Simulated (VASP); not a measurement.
Wanted: the native input for a VASP 6.6.1 run.

| Property | Result |
| --- | --- |
| Task | single point |
| Functional | r2SCAN |
| Dispersion | rVV10 |
| Potentials or basis | VASP PAW PBE potentials, release 64 (O) |
| Cutoff | 520 eV |
| k mesh | 6 × 6 × 8 |
| Occupations | fermi-dirac, width 0.02 eV |
| Spin | no spin polarisation |
| Dipole correction | no |
| Further INCAR settings | ALGO = Normal; EDIFF = 1e-06; NBANDS = 20 |

The system is O.

```
O
1.0
     4.04223    0.00000   -0.05110
     0.00000    4.02616    0.00000
    -1.06457    0.00000    2.79145
O
4
Cartesian
  0.6603 2.7547 1.8536
  1.7851 2.7547 2.2825
  2.3174 1.2715 0.8868
  1.1926 1.2715 0.4578
```

These files were run (other wordings do the same):

POSCAR

```
O
1.0
    4.0422275034      0.0000000000     -0.0510976291
    0.0000000000      4.0261597155      0.0000000000
   -1.0645667235      0.0000000000      2.7914532645
O
4
Direct
    0.3398637733      0.6842021034      0.6702381013
    0.6601362267      0.6842021034      0.8297618987
    0.6601362267      0.3157978966      0.3297618987
    0.3398637733      0.3157978966      0.1702381013
```

INCAR.step1

```
ALGO = Normal
EDIFF = 1E-4
ENCUT = 520
GGA = PE
ISMEAR = -1
LASPH = T
LCHARG = F
LREAL = F
LWAVE = T
NBANDS = 20
NELM = 60
PREC = Accurate
SIGMA = 0.02
```

INCAR.step2

```
ALGO = Normal
BPARAM = 11.95
CPARAM = 0.0093
EDIFF = 1E-6
ENCUT = 520
ISIF = 2
ISMEAR = -1
ISTART = 1
IVDW_NL = 2
LASPH = T
LCHARG = T
LELF = T
LMIXTAU = T
LREAL = F
LUSE_VDW = T
LVHAR = T
LWAVE = F
METAGGA = R2SCAN
NBANDS = 20
NELM = 60
PREC = Accurate
SIGMA = 0.02
```

KPOINTS

```
k-points
0
Gamma
  6 6 8
```

Potentials or basis: VASP PAW PBE potentials, release 64 (O).

The run is started by

```bash
$ cat potpaw_PBE.64/O/POTCAR > POTCAR
$ cp INCAR.step1 INCAR
$ mpirun -np 1 vasp_std > vasp.out
$ cp INCAR.step2 INCAR
$ mpirun -np 1 vasp_std > vasp.out
```

It gave:

```
Pressure               : 3.9 GPa
Largest force          : 1.517 eV/Å
Band gap on the k mesh : 0.97 eV, indirect (least direct gap 1.01 eV)
```

Caveat: the standard files for N, O and F lose accuracy on very short bonds; spin is off for a triplet molecule; the PAW data sets were made with another functional, which shifts forces and pressure a little.

It took 8.5 min on 1 thread of Oxide Virtual Turin-like Processor, with other jobs on the host, peak memory 0.26 GiB.
